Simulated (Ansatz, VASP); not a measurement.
## Ni: VASP beside Ansatz

```xyz
2
Lattice="2.4480 0.0000 0.0000 -1.2240 2.1201 0.0000 0.0000 0.0000 4.0728" Properties=species:S:1:pos:R:3 pbc="T T T"
Ni    1.2240    0.7067    3.0546
Ni    0.0000    1.4134    1.0182
```

Alike in both runs: task single point; functional PBE; k mesh 12 × 12 × 7; occupations gaussian, width 0.017 eV; collinear spin.

|  | VASP | Ansatz |
| --- | --- | --- |
| version | VASP 6.6.1 | Ansatz 0.2.0 |
| potentials or method | VASP PAW PBE potentials, release 64 (Ni) | Ansatz PAW |
| plane-wave cutoff (eV) | 520 | 420 |
| valence electrons in the cell | 20 | 36 |

```csv
,VASP,Ansatz,Ansatz less VASP
gap on the k mesh at the Fermi level (eV),none,none,-
pressure (GPa),6.9,7.3,+0.43
"traceless stress, the component that is largest in VASP (GPa)",-2.33,-2.52,-0.196
net moment per atom (μB),0.63,0.67,+0.040
size of the moment on the site where the two differ most (μB),0.64,0.71,+0.069
```

Site moments also hang on the region over which each program counts them. A gap of «none» marks a metal or a gap that the smearing closes. The functional is the same, so the differences come from potentials, cutoffs and numerics. VASP's potentials hold 20 valence electrons a cell and Ansatz's 36, so a difference there can come from the potentials and not from the codes.
